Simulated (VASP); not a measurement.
# SiNi (rocksalt type) (Fm-3m) in VASP: single point with PBE

Aim: the single point of SiNi (rocksalt type) with PBE.

Program: VASP 6.6.1. These are calculated values, not measurements. Logs are shortened: lines on timing, memory, paths and dates and some standing lists are left out, and cuts for length are marked.

## 1. The cell of the first run

The structure is cubic, space group Fm-3m (No. 225). Conventional cell: a = 4.741 Å, b = 4.741 Å, c = 4.741 Å, α = 90.00°, β = 90.00°, γ = 90.00°. Ni (site symmetry m-3m) has 6 Si at 2.37 Å within 3.1 Å. Within 3.1 Å of Si (site symmetry m-3m) lie 6 Ni at 2.37 Å.

## 2. Single point, PBE (13.32 Å³/atom)

INCAR reads:

```
SYSTEM = SiNi
PREC = Accurate
ENCUT = 520
EDIFF = 1E-6
ISMEAR = -1
SIGMA = 0.08
LREAL = .FALSE.
LASPH = .TRUE.
NELM = 80
ALGO = Normal
ISIF = 2
LWAVE = .FALSE.
LCHARG = .FALSE.
GGA = PE
NBANDS = 14
```

KPOINTS reads:

```
regular mesh
0
G
  14 14 14
  0 0 0
```

POSCAR reads:

```
SiNi
1.0
    0.0000000000      2.3704530262      2.3704530262
    2.3704530262      0.0000000000      2.3704530262
    2.3704530262      2.3704530262      0.0000000000
Ni Si
1 1
Direct
    0.0000000000      0.0000000000      0.0000000000
    0.5000000000      0.5000000000      0.5000000000
```

Potentials or basis: VASP PAW PBE potentials, release 64 (Ni, Si).

Command:

```sh
$ cat potpaw_PBE.64/Ni/POTCAR potpaw_PBE.64/Si/POTCAR > POTCAR
$ mpirun -np 1 vasp_std > vasp.out
```

OUTCAR:

```text
SYSTEM = SiNi
   PREC = Accurate
   ENCUT = 520
   EDIFF = 1E-6
   ISMEAR = -1
   LREAL = .FALSE.
   LASPH = .TRUE.
   NELM = 80
   ISIF = 2
   GGA = PE

 ion  position               nearest neighbor table
   1  0.000  0.000  0.000-   2 2.37   2 2.37   2 2.37   2 2.37   2 2.37   2 2.37
   2  0.500  0.500  0.500-   1 2.37   1 2.37   1 2.37   1 2.37   1 2.37   1 2.37

  LATTYP: Found a face centered cubic cell.
 ALAT       =     4.7409060524

  Lattice vectors:

 A1 = (   0.0000000000,   2.3704530262,   2.3704530262)
 A2 = (   2.3704530262,   0.0000000000,   2.3704530262)
 A3 = (   2.3704530262,   2.3704530262,   0.0000000000)

Analysis of symmetry for initial positions (statically):
=====================================================================
 Subroutine PRICEL returns:
 Original cell was already a primitive cell.

 Routine SETGRP: Setting up the symmetry group for a
 face centered cubic supercell.

 Subroutine GETGRP returns: Found 48 space group operations
 (whereof 48 operations were pure point group operations)
 out of a pool of 48 trial point group operations.

The static configuration has the point symmetry O_h .

Analysis of symmetry for dynamics (positions and initial velocities):
=====================================================================
 Subroutine PRICEL returns:
 Original cell was already a primitive cell.

 Routine SETGRP: Setting up the symmetry group for a
 face centered cubic supercell.

 Subroutine GETGRP returns: Found 48 space group operations
 (whereof 48 operations were pure point group operations)
 out of a pool of 48 trial point group operations.

The dynamic configuration has the point symmetry O_h .

 Subroutine INISYM returns: Found 48 space group operations
 (whereof 48 operations are pure point group operations),
 and found     1 'primitive' translations

----------------------------------------------------------------------------------------

                                     Primitive cell

  volume of cell :      26.6394

  direct lattice vectors                    reciprocal lattice vectors
     0.000000000  2.370453026  2.370453026    -0.210930145  0.210930145  0.210930145
     2.370453026  0.000000000  2.370453026     0.210930145 -0.210930145  0.210930145
     2.370453026  2.370453026  0.000000000     0.210930145  0.210930145 -0.210930145

  length of vectors
     3.352326819  3.352326819  3.352326819     0.365341728  0.365341728  0.365341728

  position of ions in fractional coordinates (direct lattice)
     0.000000000  0.000000000  0.000000000
     0.500000000  0.500000000  0.500000000

  ion indices of the primitive-cell ions
   primitive index   ion index
                 1           1
                 2           2

----------------------------------------------------------------------------------------

 KPOINTS: regular mesh

Automatic generation of k-mesh.
 Grid dimensions read from file:
 generate k-points for:   14   14   14

 Generating k-lattice:

  Cartesian coordinates                     Fractional coordinates (reciprocal lattice)
    -0.015066439  0.015066439  0.015066439     0.071428571  0.000000000  0.000000000
     0.015066439 -0.015066439  0.015066439     0.000000000  0.071428571  0.000000000
     0.015066439  0.015066439 -0.015066439     0.000000000  0.000000000  0.071428571

  Length of vectors
     0.026095838  0.026095838  0.026095838

  Shift w.r.t. Gamma in fractional coordinates (k-lattice)
     0.000000000  0.000000000  0.000000000

 Subroutine IBZKPT returns following result:
 ===========================================

 Found    104 irreducible k-points:

 Following reciprocal coordinates:
            Coordinates               Weight
  0.000000  0.000000  0.000000      1.000000
  0.071429  0.000000  0.000000      8.000000
  0.142857  0.000000  0.000000      8.000000
  0.214286  0.000000  0.000000      8.000000
  0.285714  0.000000  0.000000      8.000000
  0.357143  0.000000  0.000000      8.000000
[... 16 lines left out ...]
  0.214286  0.142857  0.000000     24.000000
  0.285714  0.142857  0.000000     24.000000
 [... further k-points ...]
   k-points           NKPTS =    104   k-points in BZ     NKDIM =    104   number of bands    NBANDS=     14
   number of dos      NEDOS =    301   number of ions     NIONS =      2
   total plane-waves  NPLWV =  21952
   dimension x,y,z NGX =    28 NGY =   28 NGZ =   28
   dimension x,y,z NGXF=    56 NGYF=   56 NGZF=   56
   ions per type =               1   1
   NGX,Y,Z   is equivalent  to a cutoff of  13.89, 13.89, 13.89 a.u.
   NGXF,Y,Z  is equivalent  to a cutoff of  27.77, 27.77, 27.77 a.u.
 SYSTEM =  SiNi
   PREC   = accura    normal or accurate (medium, high low for compatibility)
   ISTART =      0    job   : 0-new  1-cont  2-samecut
   ICHARG =      2    charge: 1-file 2-atom 10-const
   ISPIN  =      1    spin polarized calculation?
   LNONCOLLINEAR =      F non collinear calculations
   LSORBIT =      F    spin-orbit coupling
   LASPH  =      T    aspherical Exc in radial PAW
   ENCUT  =  520.0 eV  38.22 Ry    6.18 a.u.   6.23  6.23  6.23*2*pi/ulx,y,z
   NELM   =     80;   NELMIN=  2; NELMDL= -5     # of ELM steps
   EDIFF  = 0.1E-05   stopping-criterion for ELM
   LREAL  =      F    real-space projection
   EDIFFG = 0.1E-04   stopping-criterion for IOM
   NSW    =      0    number of steps for IOM
   IBRION =     -1    ionic relax: 0-MD 1-quasi-New 2-CG
   NFREE  =      0    steps in history (QN), initial steepest desc. (CG)
   ISIF   =      2    stress and relaxation
   ISYM   =      2    0-nonsym 1-usesym 2-fastsym
   POTIM  = 0.5000    time-step for ionic-motion
   TEBEG  =    0.0;   TEEND  =   0.0 temperature during run
   PSTRESS=    0.0 pullay stress
   NELECT =      14.0000    total number of electrons
   NUPDOWN=      -1.0000    fix difference up-down
   EMIN   =  10.00;   EMAX   =-10.00  energy-range for DOS
   EFERMI =   0.00;   METHOD = LEGACY
   ISMEAR =    -1;   SIGMA  =   0.08  broadening in eV -4-tet -1-fermi 0-gaus
   EFERMI_NEDOS =   21; number of points for ismear=-14 and -15
   IALGO  =     38    algorithm
   IMIX   =      4    mixing-type and parameters
     AMIX     =   0.40;   BMIX     =  1.00
     AMIX_MAG =   1.60;   BMIX_MAG =  1.00
  volume/ion in A,a.u.               =      13.32        89.89
  Fermi-wavevector in a.u.,A,eV,Ry     =   1.321122  2.496558 23.747099  1.745363
  Thomas-Fermi vector in A             =   2.450898
   LORBIT       =      0    0 simple, 1 ext, 2 COOP (PROOUT), +10 PAW based schemes
   GGA     = PE    functional components
   LHFCALC =     F    Hartree Fock is set to
   AEXX    =    0.0000 exact exchange contribution
   IVDW    =     0    specifies the selected vdW correction
   LEPSILON=     F    determine dielectric tensor
   LRPA    =     F    only Hartree local field effects (RPA)
 non-spin polarized calculation
  energy-cutoff  :      520.00
  volume of cell :       26.64
 maximum number of plane-waves:       730
 NGX is ok and might be reduce to    28
   NGX = 13   NGY = 13   NGZ = 13

 number of electron      14.0000003 magnetization

 Free energy of the ion-electron system (eV)
  ---------------------------------------------------
  ext. energy  EPLUGINS =         0.00000000
  ---------------------------------------------------
  free energy    TOTEN  =       -10.87880318 eV

  energy without entropy =      -10.85284117  energy(sigma->0) =      -10.86582217

 E-fermi :   9.0007     XC(G=0): -11.7399

 val. band max:        9.0005635179   @ k =   0.5000   0.3571   0.0000
 cond. band min:       9.0030135503   @ k =   0.3571   0.1429   0.0714
 fundamental gap:      0.0024500324
 Fermi energy:         9.0007155838

 k-point     1 :       0.0000    0.0000    0.0000
  band No.  band energies     occupation
      1      -2.9868      2.00000
      2       6.5420      2.00000
      3       6.5420      2.00000
      4       6.5420      2.00000
      5       6.5587      2.00000
      6       6.5587      2.00000
      7      13.0091      0.00000
      8      13.0091      0.00000
      9      13.0091      0.00000
     10      19.0699      0.00000
     11      19.0699      0.00000
     12      19.0699      0.00000
     13      20.9393      0.00000
     14      21.3233      0.00000

 k-point     2 :       0.0714    0.0000    0.0000
  band No.  band energies     occupation
      1      -2.8872      2.00000
      2       6.4894      2.00000
      3       6.5059      2.00000
      4       6.5059      2.00000
      5       6.5777      2.00000
      6       6.5777      2.00000
      7      12.4858      0.00000
      8      13.0547      0.00000
      9      13.0547      0.00000
     10      18.5813      0.00000
     11      19.1579      0.00000
     12      19.1579      0.00000
     13      21.5800      0.00000
     14      21.8613      0.00000

 k-point     3 :       0.1429    0.0000    0.0000
  band No.  band energies     occupation
      1      -2.5901      2.00000
      2       6.3150      2.00000
      3       6.3736      2.00000
      4       6.3736      2.00000
      5       6.6688      2.00000
      6       6.6688      2.00000
      7      11.2774      0.00000
      8      13.1833      0.00000
      9      13.1833      0.00000
     10      17.8500      0.00000
     11      19.2153      0.00000
     12      19.2153      0.00000
     13      21.0718      0.00000
     14      21.0718      0.00000
[... 324 lines left out ...]
 k-point    23 :       0.2143    0.1429    0.0000
  band No.  band energies     occupation
      1      -2.1062      2.00000
      2       5.9142      2.00000
      3       6.2364      2.00000
      4       6.4868      2.00000
      5       6.6651      2.00000
      6       6.7687      2.00000
      7      11.0570      0.00000
      8      11.8655      0.00000
      9      13.0172      0.00000
     10      16.7860      0.00000
     11      17.0856      0.00000
     12      20.1335      0.00000
     13      20.2866      0.00000
     14      23.3628      0.00000

 k-point    24 :       0.2857    0.1429    0.0000
  band No.  band energies     occupation
      1      -1.5655      2.00000
      2       5.5866      2.00000
      3       5.9962      2.00000
      4       6.3178      2.00000
      5       6.7935      2.00000
      6       6.9492      2.00000
      7       9.7555      0.00016
      8      11.7505      0.00000
      9      13.3296      0.00000
     10      15.7105      0.00000
     11      17.2903      0.00000
     12      20.0498      0.00000
     13      20.0569      0.00000
     14      23.4798      0.00000

 [... further k-points ...]

------------------------ aborting loop because EDIFF is reached ----------------------------------------

  FORCE on cell =-STRESS in cart. coord.  units (eV):
  Direction    XX          YY          ZZ          XY          YZ          ZX
  --------------------------------------------------------------------------------------
  -------------------------------------------------------------------------------------
  Total        0.0075995      0.0075995      0.0075995     -0.0000000      0.0000000     -0.0000000
  in kB        0.4570607      0.4570607      0.4570607     -0.0000000      0.0000000     -0.0000000
  external PRESSURE =       0.4570607 kB  Pullay stress =       0.0000000 kB

 VOLUME and BASIS-vectors are now :
 -----------------------------------------------------------------------------
  energy-cutoff  :      520.00
  volume of cell :       26.64
      direct lattice vectors                 reciprocal lattice vectors
     0.000000000  2.370453026  2.370453026    -0.210930145  0.210930145  0.210930145
     2.370453026  0.000000000  2.370453026     0.210930145 -0.210930145  0.210930145
     2.370453026  2.370453026  0.000000000     0.210930145  0.210930145 -0.210930145

 POSITION                                       TOTAL-FORCE (eV/Angst)
 -----------------------------------------------------------------------------------
      0.00000      0.00000      0.00000         0.000000      0.000000      0.000000
      2.37045      2.37045      2.37045        -0.000000     -0.000000     -0.000000
 -----------------------------------------------------------------------------------
    total drift:                               -0.000000     -0.000000      0.000000

  FREE ENERGIE OF THE ION-ELECTRON SYSTEM (eV)
  ---------------------------------------------------
  free  energy   TOTEN  =       -10.8788031764 eV

  energy  without entropy=      -10.8528411691  energy(sigma->0) =      -10.86582217
```

Run time: 39 s. Hardware: 1 thread of Intel Xeon Platinum 8259CL at 2.50GHz (Skylake/Cascade Lake), shared host; peak memory 0.18 GiB.

Results:

- Free energy: -10.8788 eV
- Pressure: 0.0 GPa
- Band gap on the k mesh: zero (bands 7 and 8 overlap by 4.87 eV)

Spin polarisation is off, so any magnetic state and its effect on volume and gap are missing.
